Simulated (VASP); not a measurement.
# Fe3Ge (Pm-3m) in VASP: further runs

Fe3Ge is run at these levels: PBEsol; tasks: single point.

All numbers are computed with VASP 6.6.1; they aren't measurements. Logs are shortened: lines on timing, memory, paths and dates and some standing lists are left out, and cuts for length are marked.

### 1 The cell of the first run

It takes space group Pm-3m (No. 221, cubic). Conventional cell: a = 3.586 Å, b = 3.586 Å, c = 3.586 Å, α = 90.00°, β = 90.00°, γ = 90.00°. Ge (site symmetry m-3m) has 12 Fe at 2.54 Å within 3.3 Å. Within 3.3 Å of Fe (site symmetry 4/mmm) lie 4 Ge at 2.54 Å and 8 Fe at 2.54 Å.

### 2 Single point, PBEsol, collinear spin, ferromagnetic start (volume scaled by 0.94)

Contents of INCAR:

```
SYSTEM = Fe3Ge
  PREC = Accurate
  ENCUT = 520
  EDIFF = 1E-7
  ISMEAR = -1
  SIGMA = 0.05
  LREAL = .False.
  LASPH = .True.
  NELM = 150
  ALGO = Normal
  ISIF = 2
  LWAVE = .False.
  LCHARG = .True.
  ISPIN = 2
  MAGMOM = 0 3 3 3
  LORBIT = 11
  LMAXMIX = 4
  GGA = PS
  LELF = .True.
  LVHAR = .True.
  NBANDS = 31
```

Contents of KPOINTS:

```
regular mesh
0
Gamma
  7 7 7
  0 0 0
```

Contents of POSCAR:

```
Fe3Ge
1.0
    3.5857754603      0.0000000000      0.0000000000
    0.0000000000      3.5857754603      0.0000000000
    0.0000000000      0.0000000000      3.5857754603
Ge Fe
1 3
Direct
    0.0000000000      0.0000000000      0.0000000000
    0.5000000000      0.0000000000      0.5000000000
    0.5000000000      0.5000000000      0.0000000000
    0.0000000000      0.5000000000      0.5000000000
```

Potentials or basis: VASP PAW PBE potentials, release 64 (Ge_d, Fe).

Command:

```bash
$ cat potpaw_PBE.64/Ge_d/POTCAR potpaw_PBE.64/Fe/POTCAR > POTCAR
$ mpirun -np 1 vasp_std > vasp.out
```

OUTCAR:

```text
SYSTEM = Fe3Ge
   PREC = Accurate
   ENCUT = 520
   EDIFF = 1E-7
   ISMEAR = -1
   LREAL = .False.
   LASPH = .True.
   NELM = 150
   ISIF = 2
   ISPIN = 2
   LORBIT = 11
   GGA = PS

 ion  position               nearest neighbor table
   1  0.000  0.000  0.000-   2 2.54   3 2.54   4 2.54   2 2.54   4 2.54   3 2.54   4 2.54   4 2.54
                             2 2.54   3 2.54   2 2.54   3 2.54
   2  0.500  0.000  0.500-   1 2.54   3 2.54   4 2.54   1 2.54   3 2.54   3 2.54   4 2.54   3 2.54
                             1 2.54   4 2.54   1 2.54   4 2.54
   3  0.500  0.500  0.000-   1 2.54   2 2.54   4 2.54   2 2.54   4 2.54   1 2.54   2 2.54   2 2.54
                             1 2.54   4 2.54   4 2.54   1 2.54
   4  0.000  0.500  0.500-   1 2.54   2 2.54   3 2.54   1 2.54   3 2.54   1 2.54   2 2.54   1 2.54
                             2 2.54   3 2.54   3 2.54   2 2.54

  LATTYP: Found a simple cubic cell.
 ALAT       =     3.5857754603

  Lattice vectors:

 A1 = (   3.5857754603,   0.0000000000,   0.0000000000)
 A2 = (   0.0000000000,   3.5857754603,   0.0000000000)
 A3 = (   0.0000000000,   0.0000000000,   3.5857754603)

Analysis of symmetry for initial positions (statically):
=====================================================================
 Subroutine PRICEL returns:
 Original cell was already a primitive cell.

 Routine SETGRP: Setting up the symmetry group for a
 simple cubic supercell.

 Subroutine GETGRP returns: Found 48 space group operations
 (whereof 48 operations were pure point group operations)
 out of a pool of 48 trial point group operations.

The static configuration has the point symmetry O_h .

Analysis of symmetry for dynamics (positions and initial velocities):
=====================================================================
 Subroutine PRICEL returns:
 Original cell was already a primitive cell.

 Routine SETGRP: Setting up the symmetry group for a
 simple cubic supercell.

 Subroutine GETGRP returns: Found 48 space group operations
 (whereof 48 operations were pure point group operations)
 out of a pool of 48 trial point group operations.

The dynamic configuration has the point symmetry O_h .

Analysis of structural, dynamic, and magnetic symmetry:
=====================================================================
 Subroutine PRICEL returns:
 Original cell was already a primitive cell.

 Routine SETGRP: Setting up the symmetry group for a
 simple cubic supercell.

 Subroutine GETGRP returns: Found 48 space group operations
 (whereof 48 operations were pure point group operations)
 out of a pool of 48 trial point group operations.

The overall configuration has the point symmetry O_h .

 Subroutine INISYM returns: Found 48 space group operations
 (whereof 48 operations are pure point group operations),
 and found     1 'primitive' translations

----------------------------------------------------------------------------------------

                                     Primitive cell

  volume of cell :      46.1051

  direct lattice vectors                    reciprocal lattice vectors
     3.585775460  0.000000000  0.000000000     0.278879704  0.000000000  0.000000000
     0.000000000  3.585775460  0.000000000     0.000000000  0.278879704  0.000000000
     0.000000000  0.000000000  3.585775460     0.000000000  0.000000000  0.278879704

  length of vectors
     3.585775460  3.585775460  3.585775460     0.278879704  0.278879704  0.278879704

  position of ions in fractional coordinates (direct lattice)
     0.000000000  0.000000000  0.000000000
     0.500000000  0.000000000  0.500000000
     0.500000000  0.500000000  0.000000000
     0.000000000  0.500000000  0.500000000

  ion indices of the primitive-cell ions
   primitive index   ion index
                 1           1
                 2           2
                 3           3
                 4           4

----------------------------------------------------------------------------------------

 KPOINTS: regular mesh

Automatic generation of k-mesh.
 Grid dimensions read from file:
 generate k-points for:    7    7    7

 Generating k-lattice:

  Cartesian coordinates                     Fractional coordinates (reciprocal lattice)
     0.039839958  0.000000000  0.000000000     0.142857143  0.000000000  0.000000000
     0.000000000  0.039839958  0.000000000     0.000000000  0.142857143  0.000000000
     0.000000000  0.000000000  0.039839958     0.000000000  0.000000000  0.142857143

  Length of vectors
     0.039839958  0.039839958  0.039839958

  Shift w.r.t. Gamma in fractional coordinates (k-lattice)
     0.000000000  0.000000000  0.000000000

 Subroutine IBZKPT returns following result:
 ===========================================

 Found     20 irreducible k-points:

 Following reciprocal coordinates:
            Coordinates               Weight
  0.000000  0.000000  0.000000      1.000000
  0.142857  0.000000  0.000000      6.000000
  0.285714  0.000000  0.000000      6.000000
  0.428571  0.000000  0.000000      6.000000
  0.142857  0.142857  0.000000     12.000000
  0.285714  0.142857  0.000000     24.000000
[... 12 lines left out ...]
  0.428571  0.428571  0.285714     24.000000
  0.428571  0.428571  0.428571      8.000000
   k-points           NKPTS =     20   k-points in BZ     NKDIM =     20   number of bands    NBANDS=     31
   number of dos      NEDOS =    301   number of ions     NIONS =      4
   total plane-waves  NPLWV =  21952
   dimension x,y,z NGX =    28 NGY =   28 NGZ =   28
   dimension x,y,z NGXF=    56 NGYF=   56 NGZF=   56
   ions per type =               1   3
   NGX,Y,Z   is equivalent  to a cutoff of  12.98, 12.98, 12.98 a.u.
   NGXF,Y,Z  is equivalent  to a cutoff of  25.96, 25.96, 25.96 a.u.
 SYSTEM =  Fe3Ge
   PREC   = accura    normal or accurate (medium, high low for compatibility)
   ISTART =      0    job   : 0-new  1-cont  2-samecut
   ICHARG =      2    charge: 1-file 2-atom 10-const
   ISPIN  =      2    spin polarized calculation?
   LNONCOLLINEAR =      F non collinear calculations
   LSORBIT =      F    spin-orbit coupling
   LASPH  =      T    aspherical Exc in radial PAW
   ENCUT  =  520.0 eV  38.22 Ry    6.18 a.u.   6.67  6.67  6.67*2*pi/ulx,y,z
   NELM   =    150;   NELMIN=  2; NELMDL= -5     # of ELM steps
[... 17 lines left out ...]
   IALGO  =     38    algorithm
   IMIX   =      4    mixing-type and parameters
     AMIX     =   0.40;   BMIX     =  1.00
     AMIX_MAG =   1.60;   BMIX_MAG =  1.00
  volume/ion in A,a.u.               =      11.53        77.78
  Fermi-wavevector in a.u.,A,eV,Ry     =   1.534922  2.900582 32.055124  2.355985
  Thomas-Fermi vector in A             =   2.641782
   LORBIT       =     11    0 simple, 1 ext, 2 COOP (PROOUT), +10 PAW based schemes
   GGA     = PS    functional components
   LHFCALC =     F    Hartree Fock is set to
   AEXX    =    0.0000 exact exchange contribution
   IVDW    =     0    specifies the selected vdW correction
   LEPSILON=     F    determine dielectric tensor
   LRPA    =     F    only Hartree local field effects (RPA)
 spin polarized calculation
  energy-cutoff  :      520.00
  volume of cell :       46.11
 maximum number of plane-waves:      1265
 NGX is ok and might be reduce to    28
   NGX = 13   NGY = 13   NGZ = 13

 number of electron      37.9999978 magnetization       6.2329256

 Free energy of the ion-electron system (eV)
  ---------------------------------------------------
  ext. energy  EPLUGINS =         0.00000000
  ---------------------------------------------------
  free energy    TOTEN  =       -32.24725104 eV

  energy without entropy =      -32.22218902  energy(sigma->0) =      -32.23472003

 E-fermi :   7.8123     XC(G=0): -13.4358

 val. band max:        7.8053566609   @ k =   0.2857   0.1429   0.0000
 cond. band min:       7.8450122430   @ k =   0.1429   0.0000   0.0000
 fundamental gap:      0.0396555821
 Fermi energy:         7.8123216965

 spin component 1

 k-point     1 :       0.0000    0.0000    0.0000
  band No.  band energies     occupation
      1     -16.9187      1.00000
      2     -16.9187      1.00000
      3     -16.9109      1.00000
      4     -16.9109      1.00000
      5     -16.9109      1.00000
      6      -4.7806      1.00000
[... 23 lines left out ...]
     30      17.7488      0.00000
     31      21.0020      0.00000

 k-point     2 :       0.1429    0.0000    0.0000
  band No.  band energies     occupation
      1     -16.9177      1.00000
      2     -16.9141      1.00000
      3     -16.9107      1.00000
      4     -16.9105      1.00000
      5     -16.9105      1.00000
      6      -4.5567      1.00000
[... 23 lines left out ...]
     30      17.3130      0.00000
     31      20.2979      0.00000

 k-point     3 :       0.2857    0.0000    0.0000
  band No.  band energies     occupation
      1     -16.9155      1.00000
      2     -16.9101      1.00000
      3     -16.9095      1.00000
      4     -16.9095      1.00000
      5     -16.9038      1.00000
      6      -3.9305      1.00000
[... 567 lines left out ...]
     30      22.5362      0.00000
     31      22.6270      0.00000

 k-point    20 :       0.4286    0.4286    0.4286
  band No.  band energies     occupation
      1     -16.9197      1.00000
      2     -16.9197      1.00000
      3     -16.9196      1.00000
      4     -16.8847      1.00000
      5     -16.8847      1.00000
      6      -1.8615      1.00000
[... 23 lines left out ...]
     30      23.1323      0.00000
     31      23.3476      0.00000
 Fermi energy:         7.8123216965

 spin component 2

 k-point     1 :       0.0000    0.0000    0.0000
  band No.  band energies     occupation
      1     -16.9420      1.00000
      2     -16.9420      1.00000
      3     -16.9313      1.00000
      4     -16.9313      1.00000
      5     -16.9313      1.00000
      6      -4.7000      1.00000
[... 23 lines left out ...]
     30      17.9312      0.00000
     31      21.5072      0.00000

 k-point     2 :       0.1429    0.0000    0.0000
  band No.  band energies     occupation
      1     -16.9410      1.00000
      2     -16.9374      1.00000
      3     -16.9311      1.00000
      4     -16.9310      1.00000
      5     -16.9310      1.00000
      6      -4.4800      1.00000
[... 23 lines left out ...]
     30      17.8366      0.00000
     31      20.8882      0.00000

 k-point     3 :       0.2857    0.0000    0.0000
  band No.  band energies     occupation
      1     -16.9389      1.00000
      2     -16.9306      1.00000
      3     -16.9302      1.00000
      4     -16.9302      1.00000
      5     -16.9271      1.00000
      6      -3.8680      1.00000
[... 567 lines left out ...]
     30      22.8034      0.00000
     31      22.8221      0.00000

 k-point    20 :       0.4286    0.4286    0.4286
  band No.  band energies     occupation
      1     -16.9402      1.00000
      2     -16.9402      1.00000
      3     -16.9401      1.00000
      4     -16.9079      1.00000
      5     -16.9079      1.00000
      6      -1.6282      1.00000
[... 23 lines left out ...]
     30      23.2223      0.00000
     31      23.5049      0.00000

------------------------ aborting loop because EDIFF is reached ----------------------------------------

  FORCE on cell =-STRESS in cart. coord.  units (eV):
  Direction    XX          YY          ZZ          XY          YZ          ZX
  --------------------------------------------------------------------------------------
  -------------------------------------------------------------------------------------
  Total       -0.0744111     -0.0744111     -0.0744111      0.0000000      0.0000000      0.0000000
  in kB       -2.5858256     -2.5858256     -2.5858256      0.0000000      0.0000000      0.0000000
  external PRESSURE =      -2.5858256 kB  Pullay stress =       0.0000000 kB

 VOLUME and BASIS-vectors are now :
 -----------------------------------------------------------------------------
  energy-cutoff  :      520.00
  volume of cell :       46.11
      direct lattice vectors                 reciprocal lattice vectors
     3.585775460  0.000000000  0.000000000     0.278879704  0.000000000  0.000000000
     0.000000000  3.585775460  0.000000000     0.000000000  0.278879704  0.000000000
     0.000000000  0.000000000  3.585775460     0.000000000  0.000000000  0.278879704

 POSITION                                       TOTAL-FORCE (eV/Angst)
 -----------------------------------------------------------------------------------
      0.00000      0.00000      0.00000         0.000000      0.000000      0.000000
      1.79289      0.00000      1.79289         0.000000      0.000000      0.000000
      1.79289      1.79289      0.00000         0.000000      0.000000      0.000000
      0.00000      1.79289      1.79289         0.000000      0.000000      0.000000
 -----------------------------------------------------------------------------------
    total drift:                               -0.000000      0.000000      0.000000

  FREE ENERGIE OF THE ION-ELECTRON SYSTEM (eV)
  ---------------------------------------------------
  free  energy   TOTEN  =       -32.2472510428 eV

  energy  without entropy=      -32.2221890225  energy(sigma->0) =      -32.23472003

 total charge

# of ion       s       p       d       tot
------------------------------------------
    1        1.085   1.340  10.128  12.553
    2        0.455   0.554   6.332   7.341
    3        0.455   0.554   6.332   7.341
    4        0.455   0.554   6.332   7.341
--------------------------------------------------
tot          2.450   3.003  29.124  34.577

 magnetization (x)

# of ion       s       p       d       tot
------------------------------------------
    1       -0.000  -0.143   0.013  -0.130
    2        0.001  -0.004   2.109   2.106
    3        0.001  -0.004   2.109   2.106
    4        0.001  -0.004   2.109   2.106
--------------------------------------------------
tot          0.003  -0.156   6.340   6.188
```

Wall time 47 s (1 thread of Intel Xeon Platinum 8488C (Sapphire Rapids), shared host); peak memory 0.19 GiB.

Results:

```
Free energy                                           : -32.2473 eV
Pressure                                              : -0.3 GPa
Net moment                                            : 6.23 μB per cell
Site moments                                          : Ge -0.13; Fe +2.11 μB
Valence electrons inside the program's atomic spheres : Ge 12.55; Fe 7.34
```

Caveat: the PAW data sets were made with another functional, which shifts forces and pressure a little.

### 3 Single point, PBEsol, collinear spin, ferromagnetic start (volume scaled by 0.96)

Contents of INCAR:

```
SYSTEM = Fe3Ge
  PREC = Accurate
  ENCUT = 520
  EDIFF = 1E-6
  ISMEAR = -1
  SIGMA = 0.05
  LREAL = .False.
  LASPH = .True.
  NELM = 150
  ALGO = Normal
  ISIF = 2
  LWAVE = .False.
  LCHARG = .False.
  ISPIN = 2
  MAGMOM = 0 3 3 3
  LORBIT = 11
  LMAXMIX = 4
  GGA = PS
  NBANDS = 31
```

Contents of KPOINTS:

```
Automatic mesh
0
Gamma
  7 7 7
  0 0 0
```

Contents of POSCAR:

```
Fe3Ge
1.0
    3.6110282322      0.0000000000      0.0000000000
    0.0000000000      3.6110282322      0.0000000000
    0.0000000000      0.0000000000      3.6110282322
Ge Fe
1 3
Direct
    0.0000000000      0.0000000000      0.0000000000
    0.5000000000      0.0000000000      0.5000000000
    0.5000000000      0.5000000000      0.0000000000
    0.0000000000      0.5000000000      0.5000000000
```

Potentials or basis: VASP PAW PBE potentials, release 64 (Ge_d, Fe).

Command:

```bash
$ cat potpaw_PBE.64/Ge_d/POTCAR potpaw_PBE.64/Fe/POTCAR > POTCAR
$ mpirun -np 1 vasp_std > vasp.out
```

It took 51 s on 1 thread of Intel Xeon Platinum 8488C (Sapphire Rapids), shared host; peak memory 0.19 GiB.

The run converged. Its results:

| Item | Value |
| --- | --- |
| Free energy | -32.2323 eV |
| Pressure | -4.6 GPa |
| Net moment | 6.28 μB per cell |
| Site moments | Ge -0.14; Fe +2.13 μB |
| Valence electrons inside the program's atomic spheres | Ge 12.52; Fe 7.29 |

Levels at points of the mesh, in eV from the Fermi level:
Spin up:
```
           k point  band 18  band 19  band 20  band 21  band 22  band 23  band 24  band 25  band 26  band 27
(0.00, 0.00, 0.00)    -1.22    -1.22    -1.22    -0.60    -0.23    -0.23    -0.23     3.38     6.87     6.87
```
Spin down:
| k point | band 14 | band 15 | band 16 | band 17 | band 18 | band 19 |
| --- | --- | --- | --- | --- | --- | --- |
| (0.00, 0.00, 0.00) | -1.15 | -1.15 | 0.13 | 0.13 | 0.13 | 1.30 |

Caveat: the PAW data sets were made with another functional, which shifts forces and pressure a little.

### 4 Single point, PBEsol, collinear spin, ferromagnetic start (volume scaled by 0.98)

Contents of INCAR:

```
PREC     = Accurate       # precision mode
ENCUT    = 520            # plane-wave cutoff, eV
EDIFF    = 1E-6           # SCF threshold, eV
ISMEAR   = -1             # smearing method
SIGMA    = 0.05           # smearing width, eV
LREAL    = F              # projectors in reciprocal space
LASPH    = T              # aspherical terms in the spheres
NELM     = 150            # most SCF steps
ALGO     = Fast           # electronic algorithm
ISIF     = 2              # what is computed and relaxed
LWAVE    = F              # write WAVECAR
LCHARG   = F              # write CHGCAR
ISPIN    = 2              # spin polarisation
MAGMOM   = 0 3 3 3        # initial moments
LORBIT   = 11             # projections on sites
LMAXMIX  = 4              # l up to which the mixer works
GGA      = PS             # functional
NBANDS   = 31             # bands
```

Contents of KPOINTS:

```
regular mesh
0
Gamma
  7 7 7
```

Contents of POSCAR:

```
Fe3Ge
1.0
    3.6359326622      0.0000000000      0.0000000000
    0.0000000000      3.6359326622      0.0000000000
    0.0000000000      0.0000000000      3.6359326622
Ge Fe
1 3
Direct
    0.0000000000      0.0000000000      0.0000000000
    0.5000000000      0.0000000000      0.5000000000
    0.5000000000      0.5000000000      0.0000000000
    0.0000000000      0.5000000000      0.5000000000
```

Command:

```bash
$ cat potpaw_PBE.64/Ge_d/POTCAR potpaw_PBE.64/Fe/POTCAR > POTCAR
$ mpirun -np 1 vasp_std > vasp.out
```

Run time: 53 s. Hardware: 1 thread of Intel Xeon Platinum 8488C (Sapphire Rapids), shared host; peak memory 0.19 GiB.

The run converged. Its results:

```
Free energy                                           : -32.1932 eV
Pressure                                              : -8.2 GPa
Net moment                                            : 6.34 μB per cell
Site moments                                          : Ge -0.14; Fe +2.15 μB
Valence electrons inside the program's atomic spheres : Ge 12.49; Fe 7.25
```

Levels at points of the mesh, in eV from the Fermi level:
Spin up:
```
           k point  band 19  band 20  band 21  band 22  band 23  band 24  band 25  band 26
(0.00, 0.00, 0.00)    -1.21    -1.21    -0.66    -0.30    -0.30    -0.30     3.16     6.70
```
Spin down:
```
           k point  band 13  band 14  band 15  band 16  band 17  band 18  band 19  band 20
(0.00, 0.00, 0.00)    -1.15    -1.15    -1.15     0.14     0.14     0.14     1.28     1.28
```

Caveat: the PAW data sets were made with another functional, which shifts forces and pressure a little.

### 5 The runs side by side

| cell | gap on the mesh (eV) | pressure (GPa) | moment (μB) |
| --- | --- | --- | --- |
| a = 3.586 Å, 4 atoms | none | -0.3 | 6.23 |
| a = 3.611 Å, 4 atoms | none | -4.6 | 6.28 |
| a = 3.636 Å, 4 atoms | none | -8.2 | 6.34 |

Alike in all rows: task single point; level PBEsol; potentials or basis VASP PAW PBE potentials, release 64 (Ge_d, Fe); spin collinear, ferromagnetic start; k mesh 7 × 7 × 7; cutoff (eV) 520; smearing fermi-dirac 0.05 eV.

Caveats: the PAW data sets were made with another functional, which shifts forces and pressure a little.

Total energies depend on the potentials used, so only differences within one code and one set of settings carry meaning.
